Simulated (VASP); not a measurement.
# TiC (WC type) (P-6m2) in VASP: notebook

The runs below take TiC (WC type) through single point, with PBE.

Program: VASP 6.6.1. These are calculated values, not measurements. Logs are shortened: lines on timing, memory, paths and dates and some standing lists are left out, and cuts for length are marked.

## (1) The cell of the first run

Symmetry: P-6m2, No. 187, hexagonal system. Conventional cell: a = 3.045 Å, b = 3.045 Å, c = 2.694 Å, α = 90.00°, β = 90.00°, γ = 120.00°. Within 2.9 Å of Ti (site symmetry -6m2) lie 6 C at 2.21 Å and 2 Ti at 2.69 Å. C (site symmetry -6m2) has 6 Ti at 2.21 Å and 2 C at 2.69 Å within 2.9 Å.

## (2) Single point, PBE

The input, INCAR:

```
SYSTEM = TiC
PREC = Accurate ; ENCUT = 520
EDIFF = 1E-7 ; ISMEAR = 0
SIGMA = 0.05 ; LREAL = .False.
LASPH = .True. ; NELM = 60
ALGO = Normal ; ISIF = 2
LWAVE = .False. ; LCHARG = .False.
GGA = PE ; NBANDS = 15
```

The input, KPOINTS:

```
regular mesh
0
Gamma
  16 16 14
  0 0 0
```

The input, POSCAR:

```
TiC
1.0
    3.0452841791      0.0000000000      0.0000000000
   -1.5226420896      2.6372934609      0.0000000000
    0.0000000000      0.0000000000      2.6939039114
Ti C
1 1
Direct
    0.0000000000      0.0000000000      0.0000000000
    0.3333333333      0.6666666667      0.5000000000
```

Potentials or basis: VASP PAW PBE potentials, release 64 (Ti_sv, C).

Launch:

```console
$ cat potpaw_PBE.64/Ti_sv/POTCAR potpaw_PBE.64/C/POTCAR > POTCAR
$ mpirun -np 1 vasp_std > vasp.out
```

OUTCAR:

```text
SYSTEM = TiC
   PREC = Accurate
   ENCUT = 520
   EDIFF = 1E-7
   ISMEAR = 0
   LREAL = .False.
   LASPH = .True.
   NELM = 60
   ISIF = 2
   GGA = PE

 ion  position               nearest neighbor table
   1  0.000  0.000  0.000-   2 2.21   2 2.21   2 2.21   2 2.21   2 2.21   2 2.21
   2  0.333  0.667  0.500-   1 2.21   1 2.21   1 2.21   1 2.21   1 2.21   1 2.21

  LATTYP: Found a hexagonal cell.
 ALAT       =     3.0452841791
 C/A-ratio  =     0.8846149499

  Lattice vectors:

 A1 = (   3.0452841791,   0.0000000000,   0.0000000000)
 A2 = (  -1.5226420896,   2.6372934609,   0.0000000000)
 A3 = (   0.0000000000,   0.0000000000,   2.6939039114)

Analysis of symmetry for initial positions (statically):
=====================================================================
 Subroutine PRICEL returns:
 Original cell was already a primitive cell.

 Routine SETGRP: Setting up the symmetry group for a
 hexagonal supercell.

 Subroutine GETGRP returns: Found 12 space group operations
 (whereof 12 operations were pure point group operations)
 out of a pool of 24 trial point group operations.

The static configuration has the point symmetry D_3h.

Analysis of symmetry for dynamics (positions and initial velocities):
=====================================================================
 Subroutine PRICEL returns:
 Original cell was already a primitive cell.

 Routine SETGRP: Setting up the symmetry group for a
 hexagonal supercell.

 Subroutine GETGRP returns: Found 12 space group operations
 (whereof 12 operations were pure point group operations)
 out of a pool of 24 trial point group operations.

The dynamic configuration has the point symmetry D_3h.

 Subroutine INISYM returns: Found 12 space group operations
 (whereof 12 operations are pure point group operations),
 and found     1 'primitive' translations

----------------------------------------------------------------------------------------

                                     Primitive cell

  volume of cell :      21.6356

  direct lattice vectors                    reciprocal lattice vectors
     3.045284179  0.000000000  0.000000000     0.328376579  0.189588306  0.000000000
    -1.522642090  2.637293461  0.000000000     0.000000000  0.379176612  0.000000000
     0.000000000  0.000000000  2.693903911     0.000000000  0.000000000  0.371208489

  length of vectors
     3.045284179  3.045284179  2.693903911     0.379176612  0.379176612  0.371208489

  position of ions in fractional coordinates (direct lattice)
     0.000000000  0.000000000  0.000000000
     0.333333333  0.666666667  0.500000000

  ion indices of the primitive-cell ions
   primitive index   ion index
                 1           1
                 2           2

----------------------------------------------------------------------------------------

 KPOINTS: regular mesh

Automatic generation of k-mesh.
 Grid dimensions read from file:
 generate k-points for:   16   16   14

 Generating k-lattice:

  Cartesian coordinates                     Fractional coordinates (reciprocal lattice)
     0.020523536  0.011849269  0.000000000     0.062500000  0.000000000  0.000000000
     0.000000000  0.023698538  0.000000000     0.000000000  0.062500000  0.000000000
     0.000000000  0.000000000  0.026514892     0.000000000  0.000000000  0.071428571

  Length of vectors
     0.023698538  0.023698538  0.026514892

  Shift w.r.t. Gamma in fractional coordinates (k-lattice)
     0.000000000  0.000000000  0.000000000

 Subroutine IBZKPT returns following result:
 ===========================================

 Found    240 irreducible k-points:

 Following reciprocal coordinates:
            Coordinates               Weight
  0.000000  0.000000  0.000000      1.000000
  0.062500  0.000000  0.000000      6.000000
  0.125000  0.000000  0.000000      6.000000
  0.187500 -0.000000  0.000000      6.000000
  0.250000  0.000000  0.000000      6.000000
  0.312500  0.000000  0.000000      6.000000
[... 16 lines left out ...]
  0.187500  0.187500  0.000000      6.000000
  0.250000  0.187500  0.000000     12.000000
 [... further k-points ...]
   k-points           NKPTS =    240   k-points in BZ     NKDIM =    240   number of bands    NBANDS=     15
   number of dos      NEDOS =    301   number of ions     NIONS =      2
   total plane-waves  NPLWV =  11520
   dimension x,y,z NGX =    24 NGY =   24 NGZ =   20
   dimension x,y,z NGXF=    48 NGYF=   48 NGZF=   40
   ions per type =               1   1
   NGX,Y,Z   is equivalent  to a cutoff of  13.10, 13.10, 12.34 a.u.
   NGXF,Y,Z  is equivalent  to a cutoff of  26.20, 26.20, 24.68 a.u.
 SYSTEM =  TiC
   PREC   = accura    normal or accurate (medium, high low for compatibility)
   ISTART =      0    job   : 0-new  1-cont  2-samecut
   ICHARG =      2    charge: 1-file 2-atom 10-const
   ISPIN  =      1    spin polarized calculation?
   LNONCOLLINEAR =      F non collinear calculations
   LSORBIT =      F    spin-orbit coupling
   LASPH  =      T    aspherical Exc in radial PAW
   ENCUT  =  520.0 eV  38.22 Ry    6.18 a.u.   5.66  5.66  5.01*2*pi/ulx,y,z
   NELM   =     60;   NELMIN=  2; NELMDL= -5     # of ELM steps
   EDIFF  = 0.1E-06   stopping-criterion for ELM
   LREAL  =      F    real-space projection
   EDIFFG = 0.1E-05   stopping-criterion for IOM
   NSW    =      0    number of steps for IOM
   IBRION =     -1    ionic relax: 0-MD 1-quasi-New 2-CG
   NFREE  =      0    steps in history (QN), initial steepest desc. (CG)
   ISIF   =      2    stress and relaxation
   ISYM   =      2    0-nonsym 1-usesym 2-fastsym
   POTIM  = 0.5000    time-step for ionic-motion
   TEBEG  =    0.0;   TEEND  =   0.0 temperature during run
   PSTRESS=    0.0 pullay stress
   NELECT =      16.0000    total number of electrons
   NUPDOWN=      -1.0000    fix difference up-down
   EMIN   =  10.00;   EMAX   =-10.00  energy-range for DOS
   EFERMI =   0.00;   METHOD = LEGACY
   ISMEAR =     0;   SIGMA  =   0.05  broadening in eV -4-tet -1-fermi 0-gaus
   EFERMI_NEDOS =   21; number of points for ismear=-14 and -15
   IALGO  =     38    algorithm
   IMIX   =      4    mixing-type and parameters
     AMIX     =   0.40;   BMIX     =  1.00
     AMIX_MAG =   1.60;   BMIX_MAG =  1.00
  volume/ion in A,a.u.               =      10.82        73.00
  Fermi-wavevector in a.u.,A,eV,Ry     =   1.480444  2.797634 29.820092  2.191715
  Thomas-Fermi vector in A             =   2.594478
   LORBIT       =      0    0 simple, 1 ext, 2 COOP (PROOUT), +10 PAW based schemes
   GGA     = PE    functional components
   LHFCALC =     F    Hartree Fock is set to
   AEXX    =    0.0000 exact exchange contribution
   IVDW    =     0    specifies the selected vdW correction
   LEPSILON=     F    determine dielectric tensor
   LRPA    =     F    only Hartree local field effects (RPA)
 non-spin polarized calculation
 Gauss-broadening in eV      SIGMA  =   0.05
  energy-cutoff  :      520.00
  volume of cell :       21.64
 maximum number of plane-waves:       594
 NGX is ok and might be reduce to    24
   NGX = 11   NGY = 11   NGZ = 11

 number of electron      16.0000001 magnetization

 Free energy of the ion-electron system (eV)
  ---------------------------------------------------
  ext. energy  EPLUGINS =         0.00000000
  ---------------------------------------------------
  free energy    TOTEN  =       -17.35537046 eV

  energy without entropy =      -17.35489981  energy(sigma->0) =      -17.35513514

 E-fermi :   8.5883     XC(G=0): -12.2911

 val. band max:        8.5861518797   @ k =   0.2500   0.1875   0.0000
 cond. band min:       8.6001361335   @ k =   0.3750  -0.0000   0.0714
 fundamental gap:      0.0139842538
 Fermi energy:         8.5883073174

 k-point     1 :       0.0000    0.0000    0.0000
  band No.  band energies     occupation
      1     -47.9390      2.00000
      2     -24.0975      2.00000
      3     -24.0975      2.00000
      4     -23.6309      2.00000
      5      -3.3880      2.00000
      6       7.0062      2.00000
      7       7.0062      2.00000
      8       7.6568      2.00000
      9      10.9371      0.00000
     10      11.9500      0.00000
     11      11.9500      0.00000
     12      14.2871      0.00000
     13      14.2871      0.00000
     14      16.1088      0.00000
     15      24.3262      0.00000

 k-point     2 :       0.0625    0.0000    0.0000
  band No.  band energies     occupation
      1     -47.9370      2.00000
      2     -24.1131      2.00000
      3     -24.1009      2.00000
      4     -23.6291      2.00000
      5      -3.3167      2.00000
      6       6.8310      2.00000
      7       7.0601      2.00000
      8       7.7191      2.00000
      9      10.6183      0.00000
     10      11.9383      0.00000
     11      12.2990      0.00000
     12      14.1427      0.00000
     13      14.1992      0.00000
     14      16.3356      0.00000
     15      23.7911      0.00000

 k-point     3 :       0.1250    0.0000    0.0000
  band No.  band energies     occupation
      1     -47.9313      2.00000
      2     -24.1573      2.00000
      3     -24.1108      2.00000
      4     -23.6241      2.00000
      5      -3.1087      2.00000
      6       6.4049      2.00000
      7       7.2177      2.00000
      8       7.8424      2.00000
      9      10.0913      0.00000
     10      11.9053      0.00000
     11      12.9109      0.00000
     12      13.7742      0.00000
     13      13.9561      0.00000
     14      16.9210      0.00000
     15      23.3399      0.00000
[... 343 lines left out ...]
 k-point    23 :       0.1875    0.1875    0.0000
  band No.  band energies     occupation
      1     -47.9003      2.00000
      2     -24.3638      2.00000
      3     -24.1938      2.00000
      4     -23.5965      2.00000
      5      -1.7989      2.00000
      6       4.8003      2.00000
      7       7.3863      2.00000
      8       8.6461      0.10191
      9       8.7842      0.00000
     10      11.5647      0.00000
     11      12.2403      0.00000
     12      12.7733      0.00000
     13      14.8096      0.00000
     14      19.5189      0.00000
     15      23.0878      0.00000

 k-point    24 :       0.2500    0.1875    0.0000
  band No.  band energies     occupation
      1     -47.8924      2.00000
      2     -24.4057      2.00000
      3     -24.2246      2.00000
      4     -23.5894      2.00000
      5      -1.3952      2.00000
      6       4.5180      2.00000
      7       7.0943      2.00000
      8       8.5862      1.04861
      9       9.0364      0.00000
     10      11.4360      0.00000
     11      11.9020      0.00000
     12      12.5291      0.00000
     13      15.1907      0.00000
     14      20.0464      0.00000
     15      23.3190      0.00000

 [... further k-points ...]
[... 5 lines left out ...]
  --------------------------------------------------------------------------------------
  -------------------------------------------------------------------------------------
  Total       -0.0011304     -0.0011304      0.0626884      0.0000000      0.0000000      0.0000000
  in kB       -0.0837096     -0.0837096      4.6422556      0.0000000      0.0000000      0.0000000
  external PRESSURE =       1.4916121 kB  Pullay stress =       0.0000000 kB

 VOLUME and BASIS-vectors are now :
 -----------------------------------------------------------------------------
  energy-cutoff  :      520.00
  volume of cell :       21.64
      direct lattice vectors                 reciprocal lattice vectors
     3.045284179  0.000000000  0.000000000     0.328376579  0.189588306  0.000000000
    -1.522642090  2.637293461  0.000000000     0.000000000  0.379176612  0.000000000
     0.000000000  0.000000000  2.693903911     0.000000000  0.000000000  0.371208489

 POSITION                                       TOTAL-FORCE (eV/Angst)
 -----------------------------------------------------------------------------------
      0.00000      0.00000      0.00000        -0.000000      0.000000      0.000000
     -0.00000      1.75820      1.34695         0.000000     -0.000000      0.000000
 -----------------------------------------------------------------------------------
    total drift:                                0.000000     -0.000000     -0.000000

  FREE ENERGIE OF THE ION-ELECTRON SYSTEM (eV)
  ---------------------------------------------------
  free  energy   TOTEN  =       -17.3553704647 eV

  energy  without entropy=      -17.3548998100  energy(sigma->0) =      -17.35513514
```

Wall time 1.8 min (1 thread of Intel Xeon 8259CL, shared host); peak memory 0.19 GiB.

What came out:

| Quantity | Value |
| --- | --- |
| Free energy | -17.3554 eV |
| Pressure | 0.1 GPa |
| Band gap on the k mesh | zero (bands 8 and 9 overlap by 0.10 eV) |

Levels at points of the mesh, in eV from the Fermi level:
```
           k point  band 6  band 7  band 8  band 9  band 10  band 11
(0.00, 0.00, 0.00)   -1.58   -1.58   -0.93    2.35     3.36     3.36
(0.50, 0.00, 0.00)   -4.84   -0.73   -0.25    0.23     3.07     3.48
(0.00, 0.00, 0.50)   -5.58   -0.50   -0.50    1.16     1.16     4.74
(0.50, 0.00, 0.50)   -3.99   -2.53   -2.21    1.52     3.30     4.37
```

## (3) Single point, PBE

The input, INCAR:

```
SYSTEM = TiC
ALGO = Normal
EDIFF = 1E-7
ENCUT = 520
GGA = PE
ISIF = 2
ISMEAR = 0
LASPH = .TRUE.
LCHARG = .FALSE.
LREAL = .FALSE.
LWAVE = .FALSE.
NBANDS = 15
NELM = 80
PREC = Accurate
SIGMA = 0.2
```

The input, KPOINTS:

```
k-points
0
G
  16 16 14
  0 0 0
```

POSCAR is that of step 2.

Potentials or basis: VASP PAW PBE potentials, release 64 (Ti_sv, C).

Launch:

```console
$ cat potpaw_PBE.64/Ti_sv/POTCAR potpaw_PBE.64/C/POTCAR > POTCAR
$ mpirun -np 1 vasp_std > vasp.out
```

It took 98 s on 1 thread of Intel Xeon 8259CL, shared host; peak memory 0.2 GiB.

Results (log left out):

```
Free energy            : -17.3588 eV
Pressure               : 0.2 GPa
Band gap on the k mesh : zero (bands 8 and 9 overlap by 0.10 eV)
```

Levels at points of the mesh, in eV from the Fermi level:
| k point | band 6 | band 7 | band 8 | band 9 | band 10 | band 11 |
| --- | --- | --- | --- | --- | --- | --- |
| (0.00, 0.00, 0.00) | -1.59 | -1.59 | -0.94 | 2.33 | 3.35 | 3.35 |
| (0.50, 0.00, 0.00) | -4.85 | -0.74 | -0.26 | 0.21 | 3.05 | 3.47 |
| (0.00, 0.00, 0.50) | -5.59 | -0.51 | -0.51 | 1.15 | 1.15 | 4.73 |
| (0.50, 0.00, 0.50) | -4.00 | -2.55 | -2.22 | 1.51 | 3.28 | 4.36 |

## (4) Single point, PBE

The input, INCAR:

```
PREC = Accurate
ENCUT = 520
EDIFF = 1E-7
ISMEAR = 1
SIGMA = 0.2
LREAL = False
LASPH = True
NELM = 60
ALGO = Normal
ISIF = 2
LWAVE = False
LCHARG = False
GGA = PE
NBANDS = 15
```

The input, KPOINTS:

```
Automatic mesh
0
Gamma
  16 16 14
```

POSCAR is that of step 3.

Potentials or basis: VASP PAW PBE potentials, release 64 (Ti_sv, C).

Launch:

```console
$ cat potpaw_PBE.64/Ti_sv/POTCAR potpaw_PBE.64/C/POTCAR > POTCAR
$ mpirun -np 1 vasp_std > vasp.out
```

OUTCAR:

```text
PREC = Accurate
   ENCUT = 520
   EDIFF = 1E-7
   ISMEAR = 1
   LREAL = False
   LASPH = True
   NELM = 60
   ISIF = 2
   GGA = PE

 ion  position               nearest neighbor table
   1  0.000  0.000  0.000-   2 2.21   2 2.21   2 2.21   2 2.21   2 2.21   2 2.21
   2  0.333  0.667  0.500-   1 2.21   1 2.21   1 2.21   1 2.21   1 2.21   1 2.21

  LATTYP: Found a hexagonal cell.
 ALAT       =     3.0452841791
 C/A-ratio  =     0.8846149499

  Lattice vectors:

 A1 = (   3.0452841791,   0.0000000000,   0.0000000000)
 A2 = (  -1.5226420896,   2.6372934609,   0.0000000000)
 A3 = (   0.0000000000,   0.0000000000,   2.6939039114)

Analysis of symmetry for initial positions (statically):
=====================================================================
 Subroutine PRICEL returns:
 Original cell was already a primitive cell.

 Routine SETGRP: Setting up the symmetry group for a
 hexagonal supercell.

 Subroutine GETGRP returns: Found 12 space group operations
 (whereof 12 operations were pure point group operations)
 out of a pool of 24 trial point group operations.

The static configuration has the point symmetry D_3h.

[... 165 lines left out ...]
 fundamental gap:      0.0138498255
 Fermi energy:         8.5984166115

 k-point     1 :       0.0000    0.0000    0.0000
  band No.  band energies     occupation
      1     -47.9392      2.00000
      2     -24.0977      2.00000
      3     -24.0977      2.00000
      4     -23.6309      2.00000
      5      -3.3877      2.00000
      6       7.0063      2.00000
      7       7.0063      2.00000
      8       7.6568      2.00000
      9      10.9378     -0.00000
     10      11.9499     -0.00000
     11      11.9499     -0.00000
     12      14.2871      0.00000
     13      14.2871      0.00000
     14      16.1090      0.00000
[... 401 lines left out ...]
      2     -24.4059      2.00000
      3     -24.2248      2.00000
      4     -23.5894      2.00000
      5      -1.3948      2.00000
      6       4.5181      2.00000
      7       7.0943      2.00000
      8       8.5865      1.10083
      9       9.0364     -0.00826
     10      11.4359     -0.00000
     11      11.9020     -0.00000
     12      12.5289     -0.00000
     13      15.1910      0.00000
     14      20.0466      0.00000
     15      23.3191      0.00000

 [... further k-points ...]
[... 5 lines left out ...]
  --------------------------------------------------------------------------------------
  -------------------------------------------------------------------------------------
  Total       -0.0052746     -0.0052746      0.0701602      0.0000000     -0.0000000      0.0000000
  in kB       -0.3906019     -0.3906019      5.1955669      0.0000000     -0.0000000      0.0000000
  external PRESSURE =       1.4714544 kB  Pullay stress =       0.0000000 kB

 VOLUME and BASIS-vectors are now :
 -----------------------------------------------------------------------------
  energy-cutoff  :      520.00
  volume of cell :       21.64
      direct lattice vectors                 reciprocal lattice vectors
     3.045284179  0.000000000  0.000000000     0.328376579  0.189588306  0.000000000
    -1.522642090  2.637293461  0.000000000     0.000000000  0.379176612  0.000000000
     0.000000000  0.000000000  2.693903911     0.000000000  0.000000000  0.371208489

 POSITION                                       TOTAL-FORCE (eV/Angst)
 -----------------------------------------------------------------------------------
      0.00000      0.00000      0.00000         0.000000     -0.000000      0.000000
     -0.00000      1.75820      1.34695        -0.000000      0.000000      0.000000
 -----------------------------------------------------------------------------------
    total drift:                                0.000000     -0.000000     -0.000000

  FREE ENERGIE OF THE ION-ELECTRON SYSTEM (eV)
  ---------------------------------------------------
  free  energy   TOTEN  =       -17.3547465279 eV

  energy  without entropy=      -17.3568270475  energy(sigma->0) =      -17.35544003
```

stdout:

```text
POSCAR found type information on POSCAR TiC
 POSCAR found :  2 types and       2 ions
 scaLAPACK will be used
 LDA part: xc-table for (Slater+PW92), standard interpolation
 POSCAR, INCAR and KPOINTS ok, starting setup
 FFT: planning ... GRIDC
 FFT: planning ... GRID_SOFT
 FFT: planning ... GRID
 WAVECAR not read
 entering main loop
```

Wall time 1.9 min (1 thread of Intel Xeon 8259CL, shared host); peak memory 0.2 GiB.

What came out:

```
Free energy            : -17.3547 eV
Pressure               : 0.1 GPa
Band gap on the k mesh : zero (bands 8 and 9 overlap by 0.10 eV)
```

Levels at points of the mesh, in eV from the Fermi level:
```tsv
k point	band 6	band 7	band 8	band 9	band 10	band 11
(0.00, 0.00, 0.00)	-1.59	-1.59	-0.94	2.34	3.35	3.35
(0.50, 0.00, 0.00)	-4.85	-0.74	-0.26	0.22	3.05	3.47
(0.00, 0.00, 0.50)	-5.58	-0.51	-0.51	1.15	1.15	4.73
(0.50, 0.00, 0.50)	-4.00	-2.54	-2.22	1.51	3.29	4.36
```

## (5) The runs side by side

| smearing | gap on the mesh (eV) | pressure (GPa) |
| --- | --- | --- |
| gaussian 0.05 eV | none | 0.1 |
| gaussian 0.2 eV | none | 0.2 |
| methfessel-paxton 0.2 eV | none | 0.1 |

Alike in all rows: task single point; level PBE; potentials or basis VASP PAW PBE potentials, release 64 (Ti_sv, C); no spin polarisation; cell as given; k mesh 16 × 16 × 14; cutoff (eV) 520.

Absolute energies hang on the potentials; compare differences alone.
